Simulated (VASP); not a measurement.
Set up this calculation in VASP 6.6.1, as the native input.

```yaml
Task: relaxation of cell and atoms
Functional: PBE
Potentials_or_basis: VASP PAW PBE potentials, release 64 (Ni)
Cutoff: 600 eV
k_mesh: 20 × 20 × 20
Occupations: gaussian, width 0.1 eV
Spin: collinear spin, ferromagnetic start
Starting_moments: "[0.81] μB"
Dipole_correction: no
Further_INCAR_settings: ALGO = Normal; EDIFF = 1e-07; IBRION = 2; EDIFFG = -0.01; NSW = 80; ISIF = 3
```

The structure of Ni lies in POSCAR:

```
Ni
1.0
    0.0000000000      1.7405332719      1.7405332719
    1.7405332719      0.0000000000      1.7405332719
    1.7405332719      1.7405332719      0.0000000000
Ni
1
Direct
    0.0000000000      0.0000000000      0.0000000000
```

These files were run (other wordings do the same):

INCAR

```
SYSTEM = Ni
PREC = Accurate
ENCUT = 600
EDIFF = 1E-7
ISMEAR = 0
SIGMA = 0.1
LREAL = .False.
LASPH = .True.
NELM = 150
ALGO = Normal
ISIF = 3
LWAVE = .False.
LCHARG = .False.
ISPIN = 2
MAGMOM = 0.81
LORBIT = 11
LMAXMIX = 4
GGA = PE
IBRION = 2
NSW = 80
EDIFFG = -0.01
```

KPOINTS

```
regular mesh
0
Gamma
  20 20 20
  0 0 0
```

Potentials or basis: VASP PAW PBE potentials, release 64 (Ni).

Command:

```sh
$ cat potpaw_PBE.64/Ni/POTCAR > POTCAR
$ mpirun -np 1 vasp_std > vasp.out
```

Results of the run:

| Quantity | Value |
| --- | --- |
| Relaxed volume | 10.88 Å³/atom |
| Relaxed cell | a = 2.487 Å, b = 2.487 Å, c = 2.487 Å, α = 60.00°, β = 60.00°, γ = 60.00° |
| Space group after relaxing (to 0.05 Å) | Fm-3m (No. 225) |
| Energy gained by relaxing | 6.8 meV/atom |
| Ionic steps | 3 |
| Pressure after relaxing | 0.0 GPa |
| Net moment | 0.63 μB per cell |
| Site moments | Ni +0.64 μB |
| Valence electrons inside the program's atomic spheres | Ni 9.31 |

Wall time 88 s on 1 thread of AMD EPYC 9R45 96-Core Processor (Zen 5), on a shared host, peak memory 0.15 GiB.
